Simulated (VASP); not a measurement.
# KRu (P4/nmm) in VASP: a series of runs, part 2 of 2

VASP 6.6.1.

## 4. Single point, PBE

This run uses another cell than the first one, of 31.19 Å³/atom.

The input, INCAR:

```
SYSTEM = KRu
PREC = Accurate
ENCUT = 520
EDIFF = 1E-7
ISMEAR = 0
SIGMA = 0.1
LREAL = .FALSE.
LASPH = .TRUE.
NELM = 100
ALGO = Normal
ISIF = 2
LWAVE = .FALSE.
LCHARG = .FALSE.
GGA = PE
NBANDS = 31
```

The input, KPOINTS:

```
regular mesh
0
G
  6 6 2
  0 0 0
```

The input, POSCAR:

```
KRu
1.0
    3.4956659560      0.0000000000      0.0000000000
    0.0000000000      3.4956659560      0.0000000000
    0.0000000000      0.0000000000     10.2095608577
K Ru
2 2
Direct
    0.0000000000      0.5000000000      0.2845716772
    0.5000000000      0.0000000000      0.7154283228
    0.0000000000      0.0000000000      0.0000000000
    0.5000000000      0.5000000000      0.0000000000
```

The run is started by

```
$ cat potpaw_PBE.64/K_sv/POTCAR potpaw_PBE.64/Ru_pv/POTCAR > POTCAR
$ mpirun -np 1 vasp_std > vasp.out
```

Run time: 58 s. Hardware: 1 thread of Intel Xeon Platinum 8488C (Sapphire Rapids), shared host; peak memory 0.26 GiB.

It converged, with:

| Quantity | Value |
| --- | --- |
| Free energy | -17.4447 eV |
| Pressure | 0.0 GPa |
| Band gap on the k mesh | zero (bands 23 and 24 overlap by 2.18 eV) |

Stress tensor (GPa, compression positive):
```
 0.04  0.00  0.00
 0.00  0.04  0.00
 0.00  0.00 -0.18
```

Levels at points of the mesh, in eV from the Fermi level:
| k point | band 19 | band 20 | band 21 | band 22 | band 23 | band 24 | band 25 | band 26 | band 27 | band 28 |
| --- | --- | --- | --- | --- | --- | --- | --- | --- | --- | --- |
| (0.00, 0.00, 0.00) | -2.45 | -2.45 | -1.12 | -1.11 | 0.30 | 0.88 | 0.88 | 2.09 | 2.19 | 2.56 |
| (0.50, 0.00, 0.00) | -1.82 | -1.82 | -1.27 | -1.27 | -0.97 | -0.97 | 0.39 | 0.39 | 1.21 | 1.21 |
| (0.50, 0.50, 0.00) | -0.74 | -0.74 | -0.57 | -0.57 | 1.11 | 1.11 | 1.32 | 1.32 | 2.66 | 2.66 |
| (0.00, 0.00, 0.50) | -2.45 | -2.45 | -2.04 | 0.30 | 0.35 | 0.88 | 0.88 | 0.90 | 2.09 | 3.24 |
| (0.50, 0.00, 0.50) | -1.82 | -1.82 | -1.28 | -1.28 | -0.97 | -0.97 | 0.37 | 0.37 | 1.25 | 1.25 |
| (0.50, 0.50, 0.50) | -0.74 | -0.74 | -0.57 | -0.57 | 1.20 | 1.20 | 1.32 | 1.32 | 2.44 | 2.44 |

## 5. Relaxation of cell and atoms, PBE

The input, INCAR:

```
ALGO     = Normal         # electronic algorithm
EDIFF    = 1E-6           # SCF threshold, eV
EDIFFG   = -0.04          # ionic threshold
ENCUT    = 600            # plane-wave cutoff, eV
GGA      = PE             # functional
IBRION   = 2              # ionic algorithm
ISIF     = 3              # what is computed and relaxed
ISMEAR   = 0              # smearing method
LASPH    = True           # aspherical terms in the spheres
LCHARG   = False          # write CHGCAR
LREAL    = False          # projectors in reciprocal space
LWAVE    = False          # write WAVECAR
NELM     = 100            # most SCF steps
NSW      = 90             # ionic steps
PREC     = Accurate       # precision mode
SIGMA    = 0.1            # smearing width, eV
```

The input, KPOINTS:

```
k-points
0
Gamma
  4 4 4
```

The input, POSCAR:

```
KRu
1.0
    4.3411625939      0.0000000000      0.0000000000
    0.0000000000      4.3411625939      0.0000000000
    0.0000000000      0.0000000000      5.4854364298
K Ru
2 2
Direct
    0.0000000000      0.5000000000      0.2351000000
    0.5000000000      0.0000000000      0.7649000000
    0.0000000000      0.0000000000      0.0000000000
    0.5000000000      0.5000000000      0.0000000000
```

The run is started by

```
$ cat potpaw_PBE.64/K_sv/POTCAR potpaw_PBE.64/Ru_pv/POTCAR > POTCAR
$ mpirun -np 1 vasp_std > vasp.out
```

Run time: 12 min. Hardware: 1 thread of Intel Xeon Platinum 8488C (Sapphire Rapids), shared host; peak memory 0.28 GiB.

It converged, with:

```yaml
Free_energy: -17.2637 eV
Relaxed_volume: 28.63 Å³/atom
Relaxed_cell: a = 3.493 Å, b = 3.493 Å, c = 9.387 Å, α = 90.00°, β = 90.00°, γ = 90.00°
Space_group_after_relaxing_to_0.1_Å: P4/nmm (No. 129)
Energy_gained_by_relaxing: 1969.1 meV/atom
Ionic_steps: 23
Pressure_after_relaxing: 0.0 GPa
Largest_force_after_relaxing: 0.016 eV/Å
Band_gap_on_the_k_mesh: zero (bands 23 and 24 overlap by 2.31 eV)
```

Forces in eV/Å, atoms in the order of the input:
```
K    0.000  0.000 -0.016
K    0.000  0.000  0.016
Ru   0.000  0.000  0.000
Ru   0.000  0.000  0.000
```

Stress tensor (GPa, compression positive):
```
 0.07  0.00  0.00
 0.00  0.07  0.00
 0.00  0.00 -0.04
```

The path:
```tsv
step	energy change (eV)	largest force (eV/Å)	pressure (GPa)	volume (Å³)
1	0.0000	3.7871	10.14	103.38
2	-1.9469	2.1189	-0.12	129.78
3	-2.2464	1.1459	-3.33	149.51
4	-3.5564	0.6077	-5.56	145.66
5	-6.0958	1.7609	-5.95	124.55
6	-4.4224	2.4636	27.52	89.77
7	-6.5782	2.0781	-0.74	111.89
8	-6.5869	2.1129	0.01	110.74
9	-7.1494	1.5840	0.72	109.17
10	-7.7258	0.2711	4.09	105.85
11	-7.6050	0.1993	-5.75	127.82
12	-7.8446	0.1965	-0.73	114.55
13	-7.8448	0.1976	-0.57	114.21
14	-7.8615	0.1487	-0.62	115.60
15	-7.8679	0.1608	-0.58	115.15
16	-7.8677	0.0406	1.14	112.41
17	-7.8720	0.1025	0.23	113.78
18	-7.8742	0.0502	0.09	114.05
19	-7.8742	0.0543	0.10	114.03
20	-7.8756	0.0394	-0.15	114.62
21	-7.8757	0.0348	-0.21	114.82
22	-7.8758	0.0001	0.24	114.24
23	-7.8762	0.0165	0.03	114.51
```

Final structure:
```
K Ru
1.0
     3.49270    0.00000    0.00000
     0.00000    3.49270    0.00000
     0.00000    0.00000    9.38714
K Ru
2 2
Cartesian
  0.0000 1.7464 2.8562
  1.7464 0.0000 6.5309
  0.0000 0.0000 0.0000
  1.7464 1.7464 0.0000
```

Levels at points of the mesh, in eV from the Fermi level:
| k point | band 19 | band 20 | band 21 | band 22 | band 23 | band 24 | band 25 | band 26 |
| --- | --- | --- | --- | --- | --- | --- | --- | --- |
| (0.00, 0.00, 0.00) | -2.73 | -2.73 | -0.98 | -0.98 | 0.08 | 0.62 | 0.62 | 1.84 |
| (0.50, 0.00, 0.00) | -2.10 | -2.10 | -1.46 | -1.46 | -1.24 | -1.24 | 0.16 | 0.16 |
| (0.50, 0.50, 0.00) | -0.95 | -0.95 | -0.84 | -0.84 | 0.92 | 0.92 | 1.07 | 1.07 |
| (0.00, 0.00, 0.50) | -2.73 | -2.73 | -2.11 | 0.08 | 0.62 | 0.62 | 0.67 | 1.28 |
| (0.50, 0.00, 0.50) | -2.10 | -2.10 | -1.48 | -1.48 | -1.25 | -1.25 | 0.13 | 0.13 |
| (0.50, 0.50, 0.50) | -0.94 | -0.94 | -0.84 | -0.84 | 1.07 | 1.07 | 1.10 | 1.10 |

Caveat: the k points lie up to 0.45 Å⁻¹ apart in the final cell, too coarse for converged energies and pressures of a metal; a cell axis changed by over 15 % at a fixed basis, so the end point is rough.

## 6. Relaxation of cell and atoms, PBE

This run uses another cell than the first one, of 30.67 Å³/atom.

The input, INCAR:

```
PREC     = Accurate       # precision mode
ENCUT    = 600            # plane-wave cutoff, eV
EDIFF    = 1E-7           # SCF threshold, eV
ISMEAR   = 0              # smearing method
SIGMA    = 0.1            # smearing width, eV
LREAL    = False          # projectors in reciprocal space
LASPH    = True           # aspherical terms in the spheres
NELM     = 80             # most SCF steps
ALGO     = Normal         # electronic algorithm
ISIF     = 3              # what is computed and relaxed
LWAVE    = False          # write WAVECAR
LCHARG   = False          # write CHGCAR
GGA      = PE             # functional
IBRION   = 2              # ionic algorithm
NSW      = 90             # ionic steps
EDIFFG   = -0.04          # ionic threshold
```

The input, KPOINTS:

```
regular mesh
0
Gamma
  6 6 2
```

The input, POSCAR:

```
KRu
1.0
    3.4877561343      0.0000000000      0.0000000000
    0.0000000000      3.4877561343      0.0000000000
    0.0000000000      0.0000000000     10.0843423936
K Ru
2 2
Direct
    0.0000000000      0.5000000000      0.2914714168
    0.5000000000      0.0000000000      0.7085285832
    0.0000000000      0.0000000000      0.0000000000
    0.5000000000      0.5000000000      0.0000000000
```

Potentials or basis: VASP PAW PBE potentials, release 64 (K_sv, Ru_pv).

The run is started by

```
$ cat potpaw_PBE.64/K_sv/POTCAR potpaw_PBE.64/Ru_pv/POTCAR > POTCAR
$ mpirun -np 1 vasp_std > vasp.out
```

It took 3.5 min on 1 thread of Intel Xeon Platinum 8488C (Sapphire Rapids), shared host; peak memory 0.28 GiB.

It converged, with:

```
Free energy                           : -17.4423 eV
Relaxed volume                        : 30.64 Å³/atom
Relaxed cell                          : a = 3.495 Å, b = 3.495 Å, c = 10.033 Å, α = 90.00°, β = 90.00°, γ = 90.00°
Space group after relaxing (to 0.1 Å) : P4/nmm (No. 129)
Energy gained by relaxing             : 0.7 meV/atom
Ionic steps                           : 6
Pressure after relaxing               : 0.1 GPa
Largest force after relaxing          : 0.032 eV/Å
Band gap on the k mesh                : zero (bands 23 and 24 overlap by 2.20 eV)
```

Forces on the atoms (eV/Å):
```
K    0.000  0.000 -0.032
K    0.000  0.000  0.032
Ru   0.000  0.000  0.000
Ru   0.000  0.000  0.000
```

Stress tensor (GPa, compression positive):
```
0.03 0.00 0.00
0.00 0.03 0.00
0.00 0.00 0.21
```

Step by step:
| step | energy change (eV) | largest force (eV/Å) | pressure (GPa) | volume (Å³) |
| --- | --- | --- | --- | --- |
| 1 | 0.0000 | 0.0915 | 0.09 | 122.67 |
| 2 | -0.0015 | 0.0740 | -0.14 | 122.98 |
| 3 | -0.0015 | 0.0731 | -0.16 | 123.00 |
| 4 | -0.0022 | 0.0499 | 0.02 | 122.58 |
| 5 | -0.0023 | 0.0375 | 0.11 | 122.36 |
| 6 | -0.0029 | 0.0320 | 0.09 | 122.55 |

Final structure:
```cif
data_structure
_symmetry_space_group_name_H-M 'P 1'
_symmetry_Int_Tables_number 1
_cell_length_a 3.4949
_cell_length_b 3.4949
_cell_length_c 10.0334
_cell_angle_alpha 90.000
_cell_angle_beta 90.000
_cell_angle_gamma 90.000
_cell_volume 122.55
loop_
_atom_site_label
_atom_site_type_symbol
_atom_site_fract_x
_atom_site_fract_y
_atom_site_fract_z
_atom_site_occupancy
K1 K 0.00000 0.50000 0.28972 1
K2 K 0.50000 0.00000 0.71028 1
Ru1 Ru 0.00000 0.00000 0.00000 1
Ru2 Ru 0.50000 0.50000 0.00000 1
```

Levels at points of the mesh, in eV from the Fermi level:
```csv
k point,band 20,band 21,band 22,band 23,band 24,band 25,band 26,band 27
"(0.00, 0.00, 0.00)",-2.45,-1.11,-1.06,0.30,0.89,0.89,2.10,2.26
"(0.50, 0.00, 0.00)",-1.82,-1.26,-1.26,-0.97,-0.97,0.40,0.40,1.19
"(0.50, 0.50, 0.00)",-0.74,-0.56,-0.56,1.11,1.11,1.33,1.33,2.68
"(0.00, 0.00, 0.50)",-2.45,-2.06,0.31,0.42,0.89,0.89,0.99,2.10
"(0.50, 0.00, 0.50)",-1.82,-1.28,-1.28,-0.97,-0.97,0.37,0.37,1.23
"(0.50, 0.50, 0.50)",-0.73,-0.56,-0.56,1.22,1.22,1.33,1.33,2.43
```

## 7. The runs side by side

| task | cell | k mesh | cutoff (eV) | gap on the mesh (eV) | pressure (GPa) | relaxed volume (Å³/atom) | largest force (eV/Å) |
| --- | --- | --- | --- | --- | --- | --- | --- |
| single point | a = 4.341, b = 4.341, c = 5.485 Å, 4 atoms, atomic positions A | 4 × 4 × 4 | 520 | none | 10.1 | - | 3.78 |
| single point | a = 3.488, b = 3.488, c = 10.084 Å, 4 atoms, atomic positions B | 4 × 4 × 4 | 520 | none | 0.1 | - | - |
| single point | a = 3.496, b = 3.496, c = 10.210 Å, 4 atoms, atomic positions C | 6 × 6 × 2 | 520 | none | 0.0 | - | - |
| relaxation of cell and atoms | relaxed from a = 4.341, b = 4.341, c = 5.485 Å, 4 atoms, atomic positions A | 4 × 4 × 4 | 600 | none | 0.0 | 28.63 | 0.02 |
| relaxation of cell and atoms | relaxed from a = 3.488, b = 3.488, c = 10.084 Å, 4 atoms, atomic positions B | 6 × 6 × 2 | 600 | none | 0.1 | 30.64 | 0.03 |

Alike in all rows: level PBE; potentials or basis VASP PAW PBE potentials, release 64 (K_sv, Ru_pv); no spin polarisation; smearing gaussian 0.1 eV.

Caveats: some runs use coarse meshes; forces of over 1 eV/Å act on the atoms, so gaps and moduli don't describe the material at rest (at least some runs); a cell axis changed by over 15 % at a fixed basis, so the end point is rough (at least some runs).

Absolute energies hang on the potentials; compare differences alone.
